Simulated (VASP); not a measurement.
The system is Cd2Mo.

```
Cd Mo
1.0
     4.73980    0.00000    0.00000
    -2.36990    4.10479    0.00000
     0.00000    0.00000    2.91414
Cd Mo
2 1
Cartesian
  0.0000 2.7365 1.4571
  2.3699 1.3683 1.4571
  0.0000 0.0000 0.0000
```

| Property | Result |
| --- | --- |
| Program | VASP 6.6.1 |
| Task | relaxation of cell and atoms |
| Functional | PBE |
| Potentials or basis | VASP PAW PBE potentials, release 64 (Cd, Mo_sv) |
| Cutoff | 600 eV |
| k mesh | 6 × 6 × 6 |
| Occupations | gaussian, width 0.1 eV |
| Spin | no spin polarisation |

At the start: pressure 0.2 GPa; volume 18.90 Å³/atom.

Q: How do energy, volume and symmetry change on relaxing?

A: Over 11 steps the energy falls by 18.1 meV/atom and the volume is 18.95 Å³/atom (+0.3 %); space group P6/mmm (No. 191, to 0.1 Å) before and after.

The path:
| step | energy change (eV) | largest force (eV/Å) | pressure (GPa) | volume (Å³) |
| --- | --- | --- | --- | --- |
| 1 | 0.0000 | 0.0000 | 0.18 | 56.70 |
| 2 | -0.0275 | 0.0000 | -0.20 | 56.85 |
| 3 | -0.0472 | 0.0000 | -0.46 | 57.02 |
| 4 | 0.0107 | 0.0000 | 0.79 | 57.16 |
| 5 | -0.0506 | 0.0000 | -0.50 | 57.05 |
| 6 | -0.0476 | 0.0000 | -0.24 | 57.13 |
| 7 | -0.0533 | 0.0000 | -0.50 | 57.08 |
| 8 | -0.0538 | 0.0000 | -0.45 | 57.10 |
| 9 | -0.0539 | 0.0000 | -0.47 | 57.10 |
| 10 | -0.0530 | 0.0000 | 0.89 | 56.42 |
| 11 | -0.0542 | 0.0000 | 0.00 | 56.86 |

Final structure:
```
Cd Mo
1.0
     4.90271    0.00000    0.00000
    -2.45135    4.24587    0.00000
     0.00000    0.00000    2.73144
Cd Mo
2 1
Cartesian
  0.0000 2.8306 1.3657
  2.4514 1.4153 1.3657
  0.0000 0.0000 0.0000
```
